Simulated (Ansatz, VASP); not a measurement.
# HfH2 in VASP and in Ansatz

The input INCAR:

```
  PREC = Accurate
  ENCUT = 520
  EDIFF = 1E-6
  ISMEAR = -1
  SIGMA = 0.03
  LREAL = False
  LASPH = True
  NELM = 80
  ALGO = Normal
  ISIF = 2
  LWAVE = False
  LCHARG = False
  GGA = CA
  NBANDS = 13
```

File KPOINTS:

```
Automatic mesh
0
Gamma
  15 15 15
```

The input POSCAR:

```
HfH2
1.0
   -1.7478424935      1.7478424935      2.1660367287
    1.7478424935     -1.7478424935      2.1660367287
    1.7478424935      1.7478424935     -2.1660367287
Hf H
1 2
Direct
    0.0000000000      0.0000000000      0.0000000000
    0.2500000000      0.7500000000      0.5000000000
    0.7500000000      0.2500000000      0.5000000000
```

Input for Ansatz:

```yaml
crystal:
  lattice:
    - [-1.7478424935, 1.7478424935, 2.1660367287]
    - [1.7478424935, -1.7478424935, 2.1660367287]
    - [1.7478424935, 1.7478424935, -2.1660367287]
  atoms:
    - { symbol: Hf, position: [0.0, 0.0, 0.0] }
    - { symbol: H, position: [0.25, 0.75, 0.5] }
    - { symbol: H, position: [0.75, 0.25, 0.5] }
kpoints:
  mp_grid: { grid: [15, 15, 15] }
scf:
  occupations: { method: fermi_dirac, width: 0.03 }
hamiltonian:
  xc: lda
  pseudopotentials: { kind: all_electron, lapw: { basis_error: 0.0005 } }
output:
  forces: true
  stress: true
  eigenvalues: true
```

Change from the starting cell: volume scaled by 1.03.

Alike in both runs: task single point; functional LDA; k mesh 15 × 15 × 15; occupations fermi-dirac, width 0.03 eV; no spin polarisation.

```csv
,VASP,Ansatz
version,VASP 6.6.1,Ansatz 0.2.0
potentials or method,"VASP PAW LDA potentials, release 64 (Hf_pv, H), cutoff 520 eV","all-electron LAPW, scalar-relativistic"
```

Ansatz gave:

| Property | Result |
| --- | --- |
| pressure (GPa) | -8.9 |
| traceless stress, the component that is largest in VASP (GPa) | -0.06 |

**Question.** Estimate VASP's values.

**Answer.** Pressure (GPa): -9.1; traceless stress, the component that is largest in VASP (GPa): -0.04.

LDA's correlation is that of Perdew and Zunger in VASP and of Perdew and Wang (1992) in Ansatz. Ansatz ran all-electron here, and VASP with PAW potentials.

Spin-orbit coupling is off throughout.
